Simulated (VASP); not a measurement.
# YbCe3 (Pm-3m) in VASP: single point with PBE

Aim: the single point of YbCe3 with PBE.

Everything below comes from runs of VASP 6.6.1. Logs are shortened: lines on timing, memory, paths and dates and some standing lists are left out, and cuts for length are marked.

**1. The cell of the first run**

It takes space group Pm-3m (No. 221, cubic). Conventional cell: a = 4.738 Å, b = 4.738 Å, c = 4.738 Å, α = 90.00°, β = 90.00°, γ = 90.00°. Within 4.4 Å of Yb (site symmetry m-3m) lie 12 Ce at 3.35 Å. Within 4.4 Å of Ce (site symmetry 4/mmm) lie 4 Yb at 3.35 Å and 8 Ce at 3.35 Å.

**2. Single point, PBE**

POSCAR

```
YbCe3
1.0
    4.7383755600      0.0000000000      0.0000000000
    0.0000000000      4.7383755600      0.0000000000
    0.0000000000      0.0000000000      4.7383755600
Yb Ce
1 3
Direct
    0.0000000000      0.0000000000      0.0000000000
    0.0000000000      0.5000000000      0.5000000000
    0.5000000000      0.0000000000      0.5000000000
    0.5000000000      0.5000000000      0.0000000000
```

INCAR.step1

```
  ALGO = Normal
  EDIFF = 1E-6
  ENCUT = 520
  GGA = PE
  ISIF = 2
  ISMEAR = 1
  LASPH = True
  LCHARG = True
  LMAXMIX = 6
  LREAL = False
  LWAVE = False
  NBANDS = 38
  NELM = 100
  PREC = Accurate
  SIGMA = 0.1914
```

KPOINTS.step1

```
k-points
0
Gamma
  5 5 5
```

INCAR.step2

```
  ALGO = Normal
  EDIFF = 1E-6
  ENCUT = 520
  GGA = PE
  ICHARG = 11
  ISIF = 2
  ISMEAR = -5
  LASPH = True
  LCHARG = False
  LMAXMIX = 6
  LORBIT = 10
  LREAL = False
  LWAVE = False
  NBANDS = 38
  NEDOS = 1001
  NELM = 100
  PREC = Accurate
  SIGMA = 0.1914
```

KPOINTS.step2

```
k-points
0
Gamma
  8 8 8
```

Potentials or basis: VASP PAW PBE potentials, release 64 (Yb, Ce).

The run is started by

```sh
cat potpaw_PBE.64/Yb/POTCAR potpaw_PBE.64/Ce/POTCAR > POTCAR
cp INCAR.step1 INCAR
cp KPOINTS.step1 KPOINTS
mpirun -np 1 vasp_std > vasp.out
cp INCAR.step2 INCAR
cp KPOINTS.step2 KPOINTS
mpirun -np 1 vasp_std > vasp.out
```

OUTCAR:

```text
EDIFF = 1E-6
   ENCUT = 520
   GGA = PE
   ICHARG = 11
   ISIF = 2
   ISMEAR = -5
   LASPH = True
   LORBIT = 10
   LREAL = False
   NELM = 100
   PREC = Accurate

 ion  position               nearest neighbor table
   1  0.000  0.000  0.000-   2 3.35   3 3.35   4 3.35   2 3.35   3 3.35   2 3.35   4 3.35   2 3.35
                             3 3.35   4 3.35   3 3.35   4 3.35
   2  0.000  0.500  0.500-   1 3.35   1 3.35   1 3.35   1 3.35
   3  0.500  0.000  0.500-   1 3.35   1 3.35   1 3.35   1 3.35
   4  0.500  0.500  0.000-   1 3.35   1 3.35   1 3.35   1 3.35

  LATTYP: Found a simple cubic cell.
 ALAT       =     4.7383755600

  Lattice vectors:

 A1 = (   4.7383755600,   0.0000000000,   0.0000000000)
 A2 = (   0.0000000000,   4.7383755600,   0.0000000000)
 A3 = (   0.0000000000,   0.0000000000,   4.7383755600)

Analysis of symmetry for initial positions (statically):
=====================================================================
 Subroutine PRICEL returns:
 Original cell was already a primitive cell.

 Routine SETGRP: Setting up the symmetry group for a
 simple cubic supercell.

 Subroutine GETGRP returns: Found 48 space group operations
 (whereof 48 operations were pure point group operations)
 out of a pool of 48 trial point group operations.

The static configuration has the point symmetry O_h .

Analysis of symmetry for dynamics (positions and initial velocities):
=====================================================================
 Subroutine PRICEL returns:
 Original cell was already a primitive cell.

 Routine SETGRP: Setting up the symmetry group for a
 simple cubic supercell.

 Subroutine GETGRP returns: Found 48 space group operations
 (whereof 48 operations were pure point group operations)
 out of a pool of 48 trial point group operations.

The dynamic configuration has the point symmetry O_h .

 Subroutine INISYM returns: Found 48 space group operations
 (whereof 48 operations are pure point group operations),
 and found     1 'primitive' translations

----------------------------------------------------------------------------------------

                                     Primitive cell

  volume of cell :     106.3870

[... 94 lines left out ...]
   EDIFF  = 0.1E-05   stopping-criterion for ELM
   LREAL  =      F    real-space projection
   EDIFFG = 0.1E-04   stopping-criterion for IOM
   NSW    =      0    number of steps for IOM
   IBRION =     -1    ionic relax: 0-MD 1-quasi-New 2-CG
   NFREE  =      0    steps in history (QN), initial steepest desc. (CG)
   ISIF   =      2    stress and relaxation
   ISYM   =      2    0-nonsym 1-usesym 2-fastsym
   POTIM  = 0.5000    time-step for ionic-motion
   TEBEG  =    0.0;   TEEND  =   0.0 temperature during run
   PSTRESS=    0.0 pullay stress
   NELECT =      60.0000    total number of electrons
   NUPDOWN=      -1.0000    fix difference up-down
   EMIN   =  10.00;   EMAX   =-10.00  energy-range for DOS
   EFERMI =   0.00;   METHOD = LEGACY
   ISMEAR =    -5;   SIGMA  =   0.19  broadening in eV -4-tet -1-fermi 0-gaus
   EFERMI_NEDOS =   21; number of points for ismear=-14 and -15
   IALGO  =     38    algorithm
   IMIX   =      4    mixing-type and parameters
     AMIX     =   0.40;   BMIX     =  1.00
     AMIX_MAG =   1.60;   BMIX_MAG =  1.00
  volume/ion in A,a.u.               =      26.60       179.48
  Fermi-wavevector in a.u.,A,eV,Ry     =   1.352578  2.556002 24.891426  1.829468
  Thomas-Fermi vector in A             =   2.479905
   LORBIT       =     10    0 simple, 1 ext, 2 COOP (PROOUT), +10 PAW based schemes
   GGA     = PE    functional components
   LHFCALC =     F    Hartree Fock is set to
   AEXX    =    0.0000 exact exchange contribution
   IVDW    =     0    specifies the selected vdW correction
   LEPSILON=     F    determine dielectric tensor
   LRPA    =     F    only Hartree local field effects (RPA)
 non-spin polarized calculation
 Fermi weights with tetrahedron method with Bloechl corrections
  energy-cutoff  :      520.00
  volume of cell :      106.39
 maximum number of plane-waves:      2897
 NGX is ok and might be reduce to    36

 number of electron      60.0000005 magnetization

 Free energy of the ion-electron system (eV)
  ---------------------------------------------------
  ext. energy  EPLUGINS =         0.00000000
  ---------------------------------------------------
  free energy    TOTEN  =       -20.64281140 eV

  energy without entropy =      -20.64281140  energy(sigma->0) =      -20.64281140

 E-fermi :   7.5801     XC(G=0): -11.1784

 val. band max:        7.6861349003   @ k =   0.5000   0.0000   0.0000
 cond. band min:       7.5754021556   @ k =   0.5000   0.3750   0.1250
 fundamental gap:     -0.1107327447
 Fermi energy:         7.5800609330

 k-point     1 :       0.0000    0.0000    0.0000
  band No.  band energies     occupation
      1     -43.8356      2.00000
      2     -27.0152      2.00000
      3     -26.4981      2.00000
      4     -26.4981      2.00000
      5     -16.1661      2.00000
      6     -16.1661      2.00000
[... 973 lines left out ...]
     37       8.0749      0.00000
     38       8.1072      0.00000

 [... further k-points ...]
[... 5 lines left out ...]
  --------------------------------------------------------------------------------------
  -------------------------------------------------------------------------------------
  Total       -0.3625597     -0.3625597     -0.3625597      0.0000000      0.0000000     -0.0000000
  in kB       -5.4601139     -5.4601139     -5.4601139      0.0000000      0.0000000     -0.0000000
  external PRESSURE =      -5.4601139 kB  Pullay stress =       0.0000000 kB

 VOLUME and BASIS-vectors are now :
 -----------------------------------------------------------------------------
  energy-cutoff  :      520.00
  volume of cell :      106.39
      direct lattice vectors                 reciprocal lattice vectors
     4.738375560  0.000000000  0.000000000     0.211042790  0.000000000  0.000000000
     0.000000000  4.738375560  0.000000000     0.000000000  0.211042790  0.000000000
     0.000000000  0.000000000  4.738375560     0.000000000  0.000000000  0.211042790

 POSITION                                       TOTAL-FORCE (eV/Angst)
 -----------------------------------------------------------------------------------
      0.00000      0.00000      0.00000         0.000000      0.000000      0.000000
      0.00000      2.36919      2.36919         0.000000      0.000000      0.000000
      2.36919      0.00000      2.36919         0.000000      0.000000      0.000000
      2.36919      2.36919      0.00000         0.000000      0.000000      0.000000
 -----------------------------------------------------------------------------------
    total drift:                                0.000000      0.000000      0.000000

  FREE ENERGIE OF THE ION-ELECTRON SYSTEM (eV)
  ---------------------------------------------------
  free  energy   TOTEN  =       -20.6428114037 eV

  energy  without entropy=      -20.6428114037  energy(sigma->0) =      -20.64281140

 total charge

# of ion       s       p       d       f       tot
--------------------------------------------------
    1        2.266   6.004   0.559  13.488  22.317
    2        2.093   5.567   1.232   0.995   9.886
    3        2.093   5.567   1.232   0.995   9.886
    4        2.093   5.567   1.232   0.995   9.886
--------------------------------------------------
tot          8.544  22.704   4.254  16.473  51.975
```

OUTCAR.step1:

```text
EDIFF = 1E-6
   ENCUT = 520
   GGA = PE
   ISIF = 2
[... 624 lines left out ...]
      0.00000      0.00000      0.00000         0.000000      0.000000      0.000000
      0.00000      2.36919      2.36919         0.000000      0.000000      0.000000
      2.36919      0.00000      2.36919         0.000000      0.000000      0.000000
      2.36919      2.36919      0.00000         0.000000      0.000000      0.000000
 -----------------------------------------------------------------------------------
    total drift:                                0.000000      0.000000      0.000000

  FREE ENERGIE OF THE ION-ELECTRON SYSTEM (eV)
  ---------------------------------------------------
  free  energy   TOTEN  =       -20.6342232977 eV

  energy  without entropy=      -20.6168107399  energy(sigma->0) =      -20.62841911
```

OSZICAR.step1:

```text
N       E                     dE             d eps       ncg     rms          rms(c)
DAV:   1     0.620081032113E+03    0.62008E+03   -0.21862E+04   968   0.715E+03
DAV:   2     0.133579672448E+03   -0.48650E+03   -0.46891E+03  1192   0.590E+02
DAV:   3    -0.622676394720E+01   -0.13981E+03   -0.13716E+03  1372   0.303E+02
[... 13 lines left out ...]
DAV:  91    -0.206342234279E+02    0.14927E-06   -0.16814E-04  1154   0.407E-01    0.767E-02
DAV:  92    -0.206342234569E+02   -0.28958E-07   -0.31887E-05  1040   0.123E-01    0.760E-02
DAV:  93    -0.206342249288E+02   -0.14720E-05   -0.13865E-05   952   0.185E-01    0.715E-02
DAV:  94    -0.206342235975E+02    0.13313E-05   -0.17574E-05   976   0.154E-01    0.759E-02
DAV:  95    -0.206342232977E+02    0.29986E-06   -0.41988E-06   620   0.413E-02
   1 F= -.20634223E+02 E0= -.20628419E+02  d E =-.174126E-01
```

Wall time 15 min (1 thread of Intel Xeon Platinum 8488C (Sapphire Rapids), shared host); peak memory 0.3 GiB.

What came out:

```
Valence electrons inside the program's atomic spheres : Yb 22.32; Ce 9.89
```

Caveat: spin-orbit coupling is left out, which moves the levels of the heavy elements; semilocal functionals describe open f shells poorly, which spoils levels, moments and volumes; tetrahedron occupations give inexact forces and stress in metals. Spin polarisation is off, so any magnetic state and its effect on volume and gap are missing.
